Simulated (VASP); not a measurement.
# CuTe (P4_2/mmc) in VASP: single point with LDA+U

Aim: the single point of CuTe with LDA+U.

All numbers are computed with VASP 6.6.1; they aren't measurements. Logs are shortened: lines on timing, memory, paths and dates and some standing lists are left out, and cuts for length are marked.

## (1) The cell of the first run

Symmetry: P4_2/mmc, No. 131, tetragonal system. Conventional cell: a = 4.659 Å, b = 4.659 Å, c = 5.801 Å, α = 90.00°, β = 90.00°, γ = 90.00°. Cu (site symmetry mmm) has 4 Te at 2.74 Å within 3.6 Å. Within 3.6 Å of Te (site symmetry -4m2) lie 4 Cu at 2.74 Å and 2 Te at 2.90 Å.

## (2) Single point, LDA+U, non-collinear spin, twin_end start, moments held on the sites

Input file INCAR:

```
PREC = Accurate
ENCUT = 600
EDIFF = 1E-6
ISMEAR = 0
SIGMA = 0.05
LREAL = F
LASPH = T
NELM = 200
ALGO = Normal
ISIF = 2
LWAVE = F
LCHARG = F
LNONCOLLINEAR = T
MAGMOM = 0 0 0.8 0 0 0.8 0 0 -0.04 0 0 -0.04
LORBIT = 11
I_CONSTRAINED_M = 2
LAMBDA = 10
M_CONSTR = 0.346 0.346 0.346 0.346 0.346 0.346 0 0 0 0 0 0
RWIGS = 1.32 1.38
ISYM = -1
AMIX = 0.2
BMIX = 1E-4
AMIX_MAG = 0.8
BMIX_MAG = 1E-4
LMAXMIX = 4
LDAU = T
LDAUTYPE = 2
LDAUL = 2 -1
LDAUU = 8 0
LDAUJ = 0 0
LDAUPRINT = 1
NBANDS = 48
GGA_COMPAT = F
KPAR = 4
```

Input file KPOINTS:

```
Automatic mesh
0
Gamma
  4 4 4
```

Input file POSCAR:

```
CuTe
1.0
    4.6591304300      0.0000000000      0.0000000000
    0.0000000000      4.6591304300      0.0000000000
    0.0000000000      0.0000000000      5.8006283100
Cu Te
2 2
Direct
    0.0000000000      0.5000000000      0.0000000000
    0.5000000000      0.0000000000      0.5000000000
    0.0000000000      0.0000000000      0.2500000000
    0.0000000000      0.0000000000      0.7500000000
```

Potentials or basis: VASP PAW LDA potentials, release 64 (Cu, Te).

The run is started by

```
cat potpaw_LDA.64/Cu/POTCAR potpaw_LDA.64/Te/POTCAR > POTCAR
mpirun -np 4 vasp_ncl > vasp.out
```

OUTCAR:

```text
PREC = Accurate
   ENCUT = 600
   EDIFF = 1E-6
   ISMEAR = 0
   LREAL = F
   LASPH = T
   NELM = 200
   ISIF = 2
   LNONCOLLINEAR = T
   LORBIT = 11
   ISYM = -1
   AMIX = 0.2
   AMIX_MAG = 0.8

 ion  position               nearest neighbor table
   1  0.000  0.500  0.000-   3 2.74   4 2.74   3 2.74   4 2.74
   2  0.500  0.000  0.500-   3 2.74   4 2.74   3 2.74   4 2.74
   3  0.000  0.000  0.250-   1 2.74   2 2.74   1 2.74   2 2.74   4 2.90   4 2.90
   4  0.000  0.000  0.750-   1 2.74   2 2.74   1 2.74   2 2.74   3 2.90   3 2.90

IMPORTANT INFORMATION: All symmetrisations will be switched off!
NOSYMM: (Re-)initialisation of all symmetry stuff for point group C_1.

----------------------------------------------------------------------------------------

                                     Primitive cell

  volume of cell :     125.9171

  direct lattice vectors                    reciprocal lattice vectors
     4.659130430  0.000000000  0.000000000     0.214632326  0.000000000  0.000000000
     0.000000000  4.659130430  0.000000000     0.000000000  0.214632326  0.000000000
     0.000000000  0.000000000  5.800628310     0.000000000  0.000000000  0.172395118

  length of vectors
     4.659130430  4.659130430  5.800628310     0.214632326  0.214632326  0.172395118

  position of ions in fractional coordinates (direct lattice)
     0.000000000  0.500000000  0.000000000
     0.500000000  0.000000000  0.500000000
     0.000000000  0.000000000  0.250000000
     0.000000000  0.000000000  0.750000000

  ion indices of the primitive-cell ions
   primitive index   ion index
                 1           1
                 2           2
                 3           3
                 4           4

----------------------------------------------------------------------------------------

 KPOINTS: Automatic mesh

Automatic generation of k-mesh.
 Grid dimensions read from file:
 generate k-points for:    4    4    4

 Generating k-lattice:

  Cartesian coordinates                     Fractional coordinates (reciprocal lattice)
     0.053658081  0.000000000  0.000000000     0.250000000  0.000000000  0.000000000
     0.000000000  0.053658081  0.000000000     0.000000000  0.250000000  0.000000000
     0.000000000  0.000000000  0.043098779     0.000000000  0.000000000  0.250000000

  Length of vectors
     0.053658081  0.053658081  0.043098779

  Shift w.r.t. Gamma in fractional coordinates (k-lattice)
     0.000000000  0.000000000  0.000000000

 Subroutine IBZKPT returns following result:
 ===========================================

 Found     64 irreducible k-points:

 Following reciprocal coordinates:
            Coordinates               Weight
  0.000000  0.000000  0.000000      1.000000
  0.250000  0.000000  0.000000      1.000000
  0.500000  0.000000  0.000000      1.000000
 -0.250000  0.000000  0.000000      1.000000
  0.000000  0.250000  0.000000      1.000000
  0.250000  0.250000  0.000000      1.000000
[... 16 lines left out ...]
  0.500000  0.250000  0.250000      1.000000
 -0.250000  0.250000  0.250000      1.000000
[... 108 lines left out ...]
  o =  0.9755  v =  0.0005  0.0000  0.0001 -0.8290  0.0001  0.0002 -0.0000  0.0001 -0.4206  0.0001      0.0000  0.0000 -0.0001  0.3171 -0.0001  0.0002  0.0000 -0.0000 -0.1879 -0.0000
  o =  0.9762  v = -0.0003 -0.0000  0.1035  0.0000 -0.5148 -0.0001 -0.0000 -0.0138  0.0000  0.0686      0.0000  0.0001  0.1410 -0.0001 -0.7018 -0.0001  0.0000  0.0898 -0.0000 -0.4459
  o =  0.9871  v = -0.0001 -0.7087  0.0001  0.0000  0.0000 -0.0000 -0.4555  0.0000 -0.0000 -0.0000      0.0000  0.5350 -0.0000  0.0000  0.0001 -0.0000 -0.0636  0.0000  0.0000  0.0000

atom =   2  type =  1  l = 2

 onsite density matrix

spin component  1

  0.9660 -0.0000 -0.0000  0.0000  0.0000     -0.0000  0.0000  0.0000  0.0000  0.0000
 -0.0000  0.9688 -0.0000  0.0000 -0.0000     -0.0000 -0.0000 -0.0000  0.0000  0.0000
 -0.0000 -0.0000  0.9653  0.0000  0.0024     -0.0000  0.0000  0.0000 -0.0000  0.0000
  0.0000  0.0000  0.0000  0.9489  0.0000     -0.0000 -0.0000  0.0000 -0.0000 -0.0000
  0.0000 -0.0000  0.0024  0.0000  0.9648     -0.0000 -0.0000 -0.0000  0.0000 -0.0000
[... 19 lines left out ...]
  0.9422  0.0000 -0.0000  0.0000 -0.0000      0.0000 -0.0000  0.0000  0.0000 -0.0000
  0.0000  0.9505  0.0000  0.0000 -0.0000      0.0000  0.0000 -0.0000  0.0000 -0.0000
 -0.0000  0.0000  0.9421  0.0000  0.0077     -0.0000  0.0000 -0.0000 -0.0000 -0.0000
  0.0000  0.0000  0.0000  0.8440  0.0000     -0.0000 -0.0000  0.0000  0.0000 -0.0000
 -0.0000 -0.0000  0.0077  0.0000  0.9340      0.0000  0.0000  0.0000  0.0000  0.0000

 occupancies and eigenvectors

  o =  0.8055  v =  0.0000  0.0000  0.0000 -0.2791  0.0000 -0.0000 -0.0000  0.0000 -0.1181 -0.0000      0.0000 -0.0000  0.0000 -0.3656 -0.0000 -0.0000 -0.0000 -0.0000  0.8800 -0.0000
  o =  0.9171  v = -0.0000  0.0000 -0.1226 -0.0000  0.2085  0.0000 -0.0000 -0.1033  0.0000  0.1757      0.0000  0.0000 -0.1983 -0.0000  0.3372  0.0000 -0.0000  0.4382  0.0000 -0.7450
  o =  0.9335  v = -0.4599 -0.0000 -0.0000 -0.0000 -0.0000  0.6278 -0.0000  0.0000 -0.0000  0.0000      0.0000  0.0000  0.0000 -0.0000  0.0000  0.6280  0.0000  0.0000  0.0000  0.0000
  o =  0.9392  v = -0.0000  0.0000  0.3852 -0.0000  0.2267  0.0000 -0.0000 -0.6545 -0.0000 -0.3849      0.0000 -0.0000 -0.0946 -0.0000 -0.0556  0.0000 -0.0000 -0.3966 -0.0000 -0.2332
  o =  0.9438  v = -0.0000 -0.3077  0.0000 -0.0000  0.0000 -0.0000  0.8864 -0.0000  0.0000 -0.0000      0.0000  0.3426 -0.0000  0.0000 -0.0000  0.0000 -0.0476 -0.0000  0.0000 -0.0000
  o =  0.9738  v =  0.0003 -0.0000  0.4274 -0.0000 -0.0895  0.0001 -0.0000  0.4338 -0.0000 -0.0907      0.0000  0.0000 -0.7567  0.0001  0.1585  0.0001 -0.0000 -0.1206  0.0000  0.0252
  o =  0.9747  v =  0.8880  0.0003 -0.0002 -0.0000  0.0001  0.3252  0.0001 -0.0001 -0.0000  0.0001      0.0000  0.0001  0.0003 -0.0000 -0.0002  0.3252  0.0001  0.0000 -0.0000 -0.0000
  o =  0.9755  v = -0.0003  0.8557  0.0001 -0.0000  0.0005 -0.0001  0.2272  0.0001  0.0000  0.0002      0.0000  0.2361 -0.0000 -0.0001 -0.0000 -0.0001  0.4005  0.0000 -0.0000  0.0002
  o =  0.9762  v =  0.0002  0.0004 -0.0779  0.0000 -0.3724  0.0001  0.0003 -0.0890  0.0000 -0.4242      0.0000 -0.0004  0.1643 -0.0000  0.7852  0.0001 -0.0000  0.0317 -0.0000  0.1512
  o =  0.9873  v = -0.0000 -0.0001 -0.0001 -0.7781 -0.0000 -0.0000 -0.0000  0.0000 -0.1283  0.0000      0.0000  0.0000 -0.0000 -0.4277 -0.0000 -0.0000 -0.0000 -0.0000 -0.4417 -0.0000

 number of electron      34.0000009 magnetization       0.3966650      0.3967036      0.3961391

 Free energy of the ion-electron system (eV)
  ---------------------------------------------------
  ext. energy  EPLUGINS =         0.00000000
  ---------------------------------------------------
  free energy    TOTEN  =        -8.24791700 eV

  energy without entropy =       -8.24528952  energy(sigma->0) =       -8.24660326

 E-fermi :   3.5610     XC(G=0):  -8.5798

 val. band max:        3.5455026354   @ k =   0.0000   0.2500   0.0000
 cond. band min:       3.5973639300   @ k =   0.2500   0.5000   0.0000
 fundamental gap:      0.0518612946
 Fermi energy:         3.5609613967

 k-point     1 :       0.0000    0.0000    0.0000
  band No.  band energies     occupation
      1      -9.7846      1.00000
      2      -9.6180      1.00000
      3      -6.3353      1.00000
      4      -6.2776      1.00000
      5      -5.7454      1.00000
      6      -5.7383      1.00000
[... 1165 lines left out ...]
     45       8.3483      0.00000
     46       8.7558      0.00000

 [... further k-points ...]

 [bands above 46 left out]

------------------------ aborting loop because EDIFF is reached ----------------------------------------

  FORCE on cell =-STRESS in cart. coord.  units (eV):
  Direction    XX          YY          ZZ          XY          YZ          ZX
  --------------------------------------------------------------------------------------
  -------------------------------------------------------------------------------------
  Total       -5.9236397     -5.9313665      6.7901725      0.0000348     -0.0000287      0.0000294
  in kB      -75.3727640    -75.4710810     86.3985815      0.0004432     -0.0003647      0.0003737
  external PRESSURE =     -21.4817545 kB  Pullay stress =       0.0000000 kB

 VOLUME and BASIS-vectors are now :
 -----------------------------------------------------------------------------
  energy-cutoff  :      600.00
  volume of cell :      125.92
      direct lattice vectors                 reciprocal lattice vectors
     4.659130430  0.000000000  0.000000000     0.214632326  0.000000000  0.000000000
     0.000000000  4.659130430  0.000000000     0.000000000  0.214632326  0.000000000
     0.000000000  0.000000000  5.800628310     0.000000000  0.000000000  0.172395118

 POSITION                                       TOTAL-FORCE (eV/Angst)
 -----------------------------------------------------------------------------------
      0.00000      2.32957      0.00000        -0.000001      0.000001      0.000000
      2.32957      0.00000      2.90031        -0.000000      0.000001     -0.000001
      0.00000      0.00000      1.45016        -0.000001     -0.000002     -0.000094
      0.00000      0.00000      4.35047         0.000002      0.000000      0.000094
 -----------------------------------------------------------------------------------
    total drift:                               -0.000001      0.000004     -0.000001

  FREE ENERGIE OF THE ION-ELECTRON SYSTEM (eV)
  ---------------------------------------------------
  free  energy   TOTEN  =        -8.2479169979 eV

  energy  without entropy=       -8.2452895193  energy(sigma->0) =       -8.24660326

 total charge

# of ion       s       p       d       tot
------------------------------------------
    1        0.330   0.198   9.405   9.933
    2        0.330   0.198   9.405   9.933
    3        1.404   1.948   0.053   3.405
    4        1.404   1.948   0.053   3.405
--------------------------------------------------
tot          3.467   4.291  18.918  26.675

 magnetization (x)

# of ion       s       p       d       tot
------------------------------------------
    1        0.024   0.009   0.204   0.237
    2        0.024   0.009   0.204   0.237
    3        0.001   0.019  -0.004   0.016
    4        0.001   0.019  -0.004   0.016
--------------------------------------------------
tot          0.051   0.055   0.399   0.506

 magnetization (y)

# of ion       s       p       d       tot
------------------------------------------
    1        0.024   0.009   0.204   0.237
    2        0.024   0.009   0.204   0.237
    3        0.001   0.019  -0.004   0.016
    4        0.001   0.019  -0.004   0.016
--------------------------------------------------
tot          0.051   0.055   0.399   0.506

 magnetization (z)

# of ion       s       p       d       tot
------------------------------------------
    1        0.024   0.009   0.204   0.238
    2        0.024   0.009   0.204   0.237
    3        0.001   0.019  -0.004   0.016
    4        0.001   0.019  -0.004   0.016
--------------------------------------------------
tot          0.051   0.055   0.400   0.506
```

Wall time 11 min (4 MPI ranks of Intel Xeon Platinum 8259CL at 2.50GHz (Skylake/Cascade Lake), shared host); peak memory 0.96 GiB.

Results:

```
Free energy                                           : -8.2479 eV
Band gap on the k mesh                                : zero (bands 34 and 35 overlap by 0.75 eV)
Net moment                                            : 0.69 μB per cell
Valence electrons inside the program's atomic spheres : Cu 9.93; Te 3.40
```

Levels at points of the mesh, in eV from the Fermi level:
| k point | band 30 | band 31 | band 32 | band 33 | band 34 | band 35 | band 36 | band 37 | band 38 | band 39 |
| --- | --- | --- | --- | --- | --- | --- | --- | --- | --- | --- |
| (0.00, 0.00, 0.00) | -1.86 | -0.71 | -0.15 | -0.15 | 0.20 | 0.37 | 1.30 | 1.30 | 1.42 | 3.47 |
| (0.50, 0.00, 0.00) | -1.95 | -1.53 | -1.43 | -0.05 | 0.30 | 1.00 | 1.28 | 1.30 | 1.64 | 3.68 |
| (0.00, 0.50, 0.00) | -1.95 | -1.53 | -1.43 | -0.05 | 0.30 | 1.00 | 1.28 | 1.30 | 1.64 | 3.68 |
| (0.50, 0.50, 0.00) | -1.94 | -1.78 | -1.77 | -1.77 | -1.00 | 0.41 | 0.55 | 1.94 | 1.94 | 2.77 |
| (0.00, 0.00, 0.50) | -1.96 | -1.83 | -1.83 | -1.20 | -1.19 | -0.13 | -0.13 | 0.15 | 0.15 | 1.01 |
| (0.50, 0.00, 0.50) | -1.82 | -1.77 | -1.67 | -1.61 | -1.43 | -0.04 | 0.36 | 0.71 | 1.71 | 3.29 |
| (0.00, 0.50, 0.50) | -1.82 | -1.77 | -1.67 | -1.61 | -1.43 | -0.04 | 0.36 | 0.71 | 1.71 | 3.29 |
| (0.50, 0.50, 0.50) | -2.02 | -1.81 | -1.80 | -1.36 | -1.36 | -0.14 | -0.14 | 1.53 | 1.53 | 1.81 |

Moments on the atoms (μB; x, y, z):
```
Cu  0.24 0.24 0.24
Cu  0.24 0.24 0.24
Te  0.02 0.02 0.02
Te  0.02 0.02 0.02
```

Caveat: moments held by a penalty; a moment this small can come from the mesh or the smearing; spin-orbit coupling is left out, which moves the levels of the heavy elements; the U is typed as a test and isn't derived for this compound.

The gap in the log of VASP goes by the Fermi energy; the results here count the filled bands.